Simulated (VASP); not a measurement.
Write the native input for VASP 6.6.1 that does the following.

* Task: single point
* Functional: LDA
* Potentials or basis: VASP PAW LDA potentials, release 64 (K_sv)
* Cutoff: 520 eV
* k mesh: 12 × 12 × 12
* Occupations: fermi-dirac, width 0.08 eV
* Spin: no spin polarisation
* Dipole correction: no
* Further INCAR settings: ALGO = Normal; EDIFF = 1e-07; NBANDS = 10

The structure of K lies in POSCAR:

```
K
1.0
    0.0000000000      3.1803327112      3.1803327112
    3.1803327112      0.0000000000      3.1803327112
    3.1803327112      3.1803327112      0.0000000000
K
1
Direct
    0.0000000000      0.0000000000      0.0000000000
```

These files were run (other wordings do the same):

INCAR

```
  PREC = Accurate
  ENCUT = 520
  EDIFF = 1E-7
  ISMEAR = -1
  SIGMA = 0.08
  LREAL = False
  LASPH = True
  NELM = 60
  ALGO = Normal
  ISIF = 2
  LWAVE = False
  LCHARG = False
  NBANDS = 10
```

KPOINTS

```
regular mesh
0
Gamma
  12 12 12
```

Potentials or basis: VASP PAW LDA potentials, release 64 (K_sv).

Run with:

```sh
$ cat potpaw_LDA.64/K_sv/POTCAR > POTCAR
$ mpirun -np 1 vasp_std > vasp.out
```

It gave:

```yaml
Pressure: 0.0 GPa
```

It took 19 s on 1 thread of Intel(R) Xeon(R) Platinum 8488C (Sapphire Rapids), with other jobs on the host, peak memory 0.18 GiB.
